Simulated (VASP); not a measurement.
# Zr (P6_3/mmc) in VASP: single point with PBE

Aim: the single point of Zr with PBE.

Everything below comes from runs of VASP 6.6.1. Logs are shortened: lines on timing, memory, paths and dates and some standing lists are left out, and cuts for length are marked.

## (1) The cell of the first run

It takes space group P6_3/mmc (No. 194, hexagonal). The conventional cell has a = 3.465 Å, b = 3.465 Å, c = 11.331 Å, α = 90.00°, β = 90.00°, γ = 120.00°. Zr (site symmetry -6m2) has 12 Zr at 3.47 Å within 4.6 Å. Zr (site symmetry -3m) has 12 Zr at 3.47 Å within 4.6 Å.

## (2) Single point, PBE (Ag replaced by Zr, lengths x 1.124, strained)

Input file INCAR:

```
SYSTEM = Zr
PREC     = Accurate       ! precision mode
ENCUT    = 520            ! plane-wave cutoff, eV
EDIFF    = 1E-6           ! SCF threshold, eV
ISMEAR   = 0              ! smearing method
SIGMA    = 0.1            ! smearing width, eV
LREAL    = .FALSE.        ! projectors in reciprocal space
LASPH    = .TRUE.         ! aspherical terms in the spheres
NELM     = 100            ! most SCF steps
ALGO     = Normal         ! electronic algorithm
ISIF     = 2              ! what is computed and relaxed
LWAVE    = .FALSE.        ! write WAVECAR
LCHARG   = .FALSE.        ! write CHGCAR
GGA      = PE             ! functional
NBANDS   = 32             ! bands
```

Input file KPOINTS:

```
regular mesh
0
G
  15 15 4
  0 0 0
```

Input file POSCAR:

```
Zr
1.0
    3.4651106952      0.0000000000      0.0000000000
   -1.7325553476      3.0008738891      0.0000000000
    0.0000000000      0.0000000000     11.3313103448
Zr
4
Direct
    0.3333333333      0.6666666667      0.2500000000
    0.6666666667      0.3333333333      0.7500000000
    0.0000000000      0.0000000000      0.0000000000
    0.0000000000      0.0000000000      0.5000000000
```

Potentials or basis: VASP PAW PBE potentials, release 64 (Zr_sv).

The run is started by

```sh
> cat potpaw_PBE.64/Zr_sv/POTCAR > POTCAR
> mpirun -np 1 vasp_std > vasp.out
```

OUTCAR:

```text
SYSTEM = Zr
   PREC = Accurate
   ENCUT = 520
   EDIFF = 1E-6
   ISMEAR = 0
   LREAL = .FALSE.
   LASPH = .TRUE.
   NELM = 100
   ISIF = 2
   GGA = PE

 ion  position               nearest neighbor table
   1  0.333  0.667  0.250-   3 3.47   4 3.47   3 3.47   4 3.47   3 3.47   4 3.47
   2  0.667  0.333  0.750-   3 3.47   4 3.47   3 3.47   4 3.47   3 3.47   4 3.47
   3  0.000  0.000  0.000-   1 3.47   2 3.47   2 3.47   1 3.47   2 3.47   1 3.47
   4  0.000  0.000  0.500-   1 3.47   2 3.47   2 3.47   1 3.47   2 3.47   1 3.47

  LATTYP: Found a hexagonal cell.
 ALAT       =     3.4651106952
 C/A-ratio  =     3.2701149665

  Lattice vectors:

 A1 = (   3.4651106952,   0.0000000000,   0.0000000000)
 A2 = (  -1.7325553476,   3.0008738891,   0.0000000000)
 A3 = (   0.0000000000,   0.0000000000,  11.3313103448)

Analysis of symmetry for initial positions (statically):
=====================================================================
 Subroutine PRICEL returns:
 Original cell was already a primitive cell.

 Routine SETGRP: Setting up the symmetry group for a
 hexagonal supercell.

 Subroutine GETGRP returns: Found 24 space group operations
 (whereof 12 operations were pure point group operations)
 out of a pool of 24 trial point group operations.

The static configuration has the point symmetry D_3d.
 The point group associated with its full space group is D_6h.

Analysis of symmetry for dynamics (positions and initial velocities):
=====================================================================
 Subroutine PRICEL returns:
 Original cell was already a primitive cell.

 Routine SETGRP: Setting up the symmetry group for a
 hexagonal supercell.

 Subroutine GETGRP returns: Found 24 space group operations
 (whereof 12 operations were pure point group operations)
 out of a pool of 24 trial point group operations.

The dynamic configuration has the point symmetry D_3d.
 The point group associated with its full space group is D_6h.

 Subroutine INISYM returns: Found 24 space group operations
 (whereof 12 operations are pure point group operations),
 and found     1 'primitive' translations

----------------------------------------------------------------------------------------

                                     Primitive cell

  volume of cell :     117.8270

  direct lattice vectors                    reciprocal lattice vectors
     3.465110695  0.000000000  0.000000000     0.288591069  0.166618131  0.000000000
    -1.732555348  3.000873889  0.000000000     0.000000000  0.333236263  0.000000000
     0.000000000  0.000000000 11.331310345     0.000000000  0.000000000  0.088251047

  length of vectors
     3.465110695  3.465110695 11.331310345     0.333236263  0.333236263  0.088251047

  position of ions in fractional coordinates (direct lattice)
     0.333333333  0.666666667  0.250000000
     0.666666667  0.333333333  0.750000000
     0.000000000  0.000000000  0.000000000
     0.000000000  0.000000000  0.500000000

  ion indices of the primitive-cell ions
   primitive index   ion index
                 1           1
                 2           2
                 3           3
                 4           4

----------------------------------------------------------------------------------------

 KPOINTS: regular mesh

Automatic generation of k-mesh.
 Grid dimensions read from file:
 generate k-points for:   15   15    4

 Generating k-lattice:

  Cartesian coordinates                     Fractional coordinates (reciprocal lattice)
     0.019239405  0.011107875  0.000000000     0.066666667 -0.000000000  0.000000000
     0.000000000  0.022215751  0.000000000     0.000000000  0.066666667  0.000000000
     0.000000000  0.000000000  0.022062762     0.000000000  0.000000000  0.250000000

  Length of vectors
     0.022215751  0.022215751  0.022062762

  Shift w.r.t. Gamma in fractional coordinates (k-lattice)
     0.000000000  0.000000000  0.000000000

 Subroutine IBZKPT returns following result:
 ===========================================

 Found     81 irreducible k-points:

 Following reciprocal coordinates:
            Coordinates               Weight
  0.000000  0.000000  0.000000      1.000000
  0.066667  0.000000  0.000000      6.000000
  0.133333  0.000000  0.000000      6.000000
  0.200000  0.000000  0.000000      6.000000
  0.266667  0.000000  0.000000      6.000000
  0.333333  0.000000  0.000000      6.000000
[... 16 lines left out ...]
  0.333333  0.200000  0.000000     12.000000
  0.400000  0.200000  0.000000      6.000000
 [... further k-points ...]
   k-points           NKPTS =     81   k-points in BZ     NKDIM =     81   number of bands    NBANDS=     32
   number of dos      NEDOS =    301   number of ions     NIONS =      4
   total plane-waves  NPLWV =  65856
   dimension x,y,z NGX =    28 NGY =   28 NGZ =   84
   dimension x,y,z NGXF=    56 NGYF=   56 NGZF=  168
   ions per type =               4
   NGX,Y,Z   is equivalent  to a cutoff of  13.43, 13.43, 12.32 a.u.
   NGXF,Y,Z  is equivalent  to a cutoff of  26.87, 26.87, 24.65 a.u.
 SYSTEM =  Zr
   PREC   = accura    normal or accurate (medium, high low for compatibility)
   ISTART =      0    job   : 0-new  1-cont  2-samecut
   ICHARG =      2    charge: 1-file 2-atom 10-const
   ISPIN  =      1    spin polarized calculation?
   LNONCOLLINEAR =      F non collinear calculations
   LSORBIT =      F    spin-orbit coupling
   LASPH  =      T    aspherical Exc in radial PAW
   ENCUT  =  520.0 eV  38.22 Ry    6.18 a.u.   6.44  6.44 21.07*2*pi/ulx,y,z
   NELM   =    100;   NELMIN=  2; NELMDL= -5     # of ELM steps
   EDIFF  = 0.1E-05   stopping-criterion for ELM
   LREAL  =      F    real-space projection
   EDIFFG = 0.1E-04   stopping-criterion for IOM
   NSW    =      0    number of steps for IOM
   IBRION =     -1    ionic relax: 0-MD 1-quasi-New 2-CG
   NFREE  =      0    steps in history (QN), initial steepest desc. (CG)
   ISIF   =      2    stress and relaxation
   ISYM   =      2    0-nonsym 1-usesym 2-fastsym
   POTIM  = 0.5000    time-step for ionic-motion
   TEBEG  =    0.0;   TEEND  =   0.0 temperature during run
   PSTRESS=    0.0 pullay stress
   NELECT =      48.0000    total number of electrons
   NUPDOWN=      -1.0000    fix difference up-down
   EMIN   =  10.00;   EMAX   =-10.00  energy-range for DOS
   EFERMI =   0.00;   METHOD = LEGACY
   ISMEAR =     0;   SIGMA  =   0.10  broadening in eV -4-tet -1-fermi 0-gaus
   EFERMI_NEDOS =   21; number of points for ismear=-14 and -15
   IALGO  =     38    algorithm
   IMIX   =      4    mixing-type and parameters
     AMIX     =   0.40;   BMIX     =  1.00
     AMIX_MAG =   1.60;   BMIX_MAG =  1.00
  volume/ion in A,a.u.               =      29.46       198.78
  Fermi-wavevector in a.u.,A,eV,Ry     =   1.213594  2.293361 20.038817  1.472811
  Thomas-Fermi vector in A             =   2.349041
   LORBIT       =      0    0 simple, 1 ext, 2 COOP (PROOUT), +10 PAW based schemes
   GGA     = PE    functional components
   LHFCALC =     F    Hartree Fock is set to
   AEXX    =    0.0000 exact exchange contribution
   IVDW    =     0    specifies the selected vdW correction
   LEPSILON=     F    determine dielectric tensor
   LRPA    =     F    only Hartree local field effects (RPA)
 non-spin polarized calculation
 Gauss-broadening in eV      SIGMA  =   0.10
  energy-cutoff  :      520.00
  volume of cell :      117.83
 maximum number of plane-waves:      3211
 NGX is ok and might be reduce to    28
   NGX = 13   NGY = 13   NGZ = 43

 number of electron      47.9999999 magnetization

 Free energy of the ion-electron system (eV)
  ---------------------------------------------------
  ext. energy  EPLUGINS =         0.00000000
  ---------------------------------------------------
  free energy    TOTEN  =       -32.64892012 eV

  energy without entropy =      -32.61234381  energy(sigma->0) =      -32.63063196

 E-fermi :   6.5247     XC(G=0): -10.0639

 val. band max:        6.5233085639   @ k =   0.3333   0.2000   0.0000
 cond. band min:       6.5293145770   @ k =   0.2667   0.2667   0.2500
 fundamental gap:      0.0060060131
 Fermi energy:         6.5247435274

 k-point     1 :       0.0000    0.0000    0.0000
  band No.  band energies     occupation
      1     -42.7751      2.00000
      2     -42.7513      2.00000
      3     -42.7496      2.00000
      4     -42.7257      2.00000
      5     -20.9452      2.00000
      6     -20.7560      2.00000
[... 24 lines left out ...]
     31       7.7108      0.00000
     32       7.7108      0.00000

 k-point     2 :       0.0667    0.0000    0.0000
  band No.  band energies     occupation
      1     -42.7732      2.00000
      2     -42.7499      2.00000
      3     -42.7482      2.00000
      4     -42.7247      2.00000
      5     -20.9392      2.00000
      6     -20.7571      2.00000
[... 24 lines left out ...]
     31       7.7075      0.00000
     32       7.7898      0.00000

 k-point     3 :       0.1333    0.0000    0.0000
  band No.  band energies     occupation
      1     -42.7678      2.00000
      2     -42.7458      2.00000
      3     -42.7441      2.00000
      4     -42.7221      2.00000
      5     -20.9217      2.00000
      6     -20.7625      2.00000
[... 24 lines left out ...]
     31       7.9156      0.00000
     32       8.0218      0.00000

 k-point     4 :       0.2000    0.0000    0.0000
  band No.  band energies     occupation
      1     -42.7595      2.00000
      2     -42.7399      2.00000
      3     -42.7382      2.00000
      4     -42.7184      2.00000
      5     -20.8946      2.00000
      6     -20.7798      2.00000
[... 24 lines left out ...]
     31       8.0766      0.00000
     32       8.2158      0.00000

 k-point     5 :       0.2667    0.0000    0.0000
  band No.  band energies     occupation
      1     -42.7498      2.00000
      2     -42.7331      2.00000
      3     -42.7313      2.00000
      4     -42.7145      2.00000
      5     -20.8625      2.00000
      6     -20.8164      2.00000
[... 584 lines left out ...]
     31       8.5545      0.00000
     32       8.9874      0.00000

 k-point    22 :       0.2667    0.2000    0.0000
  band No.  band energies     occupation
      1     -42.7291      2.00000
      2     -42.7201      2.00000
      3     -42.7182      2.00000
      4     -42.7092      2.00000
      5     -20.8748      2.00000
      6     -20.8396      2.00000
[... 24 lines left out ...]
     31       8.8457      0.00000
     32       8.9176      0.00000

 k-point    23 :       0.3333    0.2000    0.0000
  band No.  band energies     occupation
      1     -42.7226      2.00000
      2     -42.7168      2.00000
      3     -42.7149      2.00000
      4     -42.7091      2.00000
      5     -20.8920      2.00000
      6     -20.8557      2.00000
[... 24 lines left out ...]
     31       8.7109      0.00000
     32       9.3725      0.00000

 k-point    24 :       0.4000    0.2000    0.0000
  band No.  band energies     occupation
      1     -42.7198      2.00000
      2     -42.7156      2.00000
      3     -42.7137      2.00000
      4     -42.7096      2.00000
      5     -20.8984      2.00000
      6     -20.8612      2.00000
[... 24 lines left out ...]
     31       8.6605      0.00000
     32       9.6165      0.00000

 [... further k-points ...]
[... 5 lines left out ...]
  --------------------------------------------------------------------------------------
  -------------------------------------------------------------------------------------
  Total      -10.0848244    -10.0848244    -11.0794989      0.0000000      0.0000000      0.0000000
  in kB     -137.1304590   -137.1304590   -150.6557495      0.0000000      0.0000000      0.0000000
  external PRESSURE =    -141.6388892 kB  Pullay stress =       0.0000000 kB

 VOLUME and BASIS-vectors are now :
 -----------------------------------------------------------------------------
  energy-cutoff  :      520.00
  volume of cell :      117.83
      direct lattice vectors                 reciprocal lattice vectors
     3.465110695  0.000000000  0.000000000     0.288591069  0.166618131  0.000000000
    -1.732555348  3.000873889  0.000000000     0.000000000  0.333236263  0.000000000
     0.000000000  0.000000000 11.331310345     0.000000000  0.000000000  0.088251047

 POSITION                                       TOTAL-FORCE (eV/Angst)
 -----------------------------------------------------------------------------------
     -0.00000      2.00058      2.83283        -0.000000      0.000000      0.000000
      1.73256      1.00029      8.49848         0.000000     -0.000000     -0.000000
      0.00000      0.00000      0.00000         0.000000      0.000000     -0.000000
      0.00000      0.00000      5.66566         0.000000      0.000000     -0.000000
 -----------------------------------------------------------------------------------
    total drift:                                0.000000     -0.000000      0.000000

  FREE ENERGIE OF THE ION-ELECTRON SYSTEM (eV)
  ---------------------------------------------------
  free  energy   TOTEN  =       -32.6489201156 eV

  energy  without entropy=      -32.6123438066  energy(sigma->0) =      -32.63063196
```

It took 2 min on 1 thread of Intel Xeon 6975P-C (Granite Rapids), shared host; peak memory 0.38 GiB.

What came out:

- Free energy: -32.6489 eV
- Pressure: -14.2 GPa
- Band gap on the k mesh: zero (band 24 reaches 7.25 eV, above the bottom of band 25 at 6.16 eV)

Caveat: the cell differs from its parent crystal (Ag replaced by Zr, lengths x 1.124, strained).
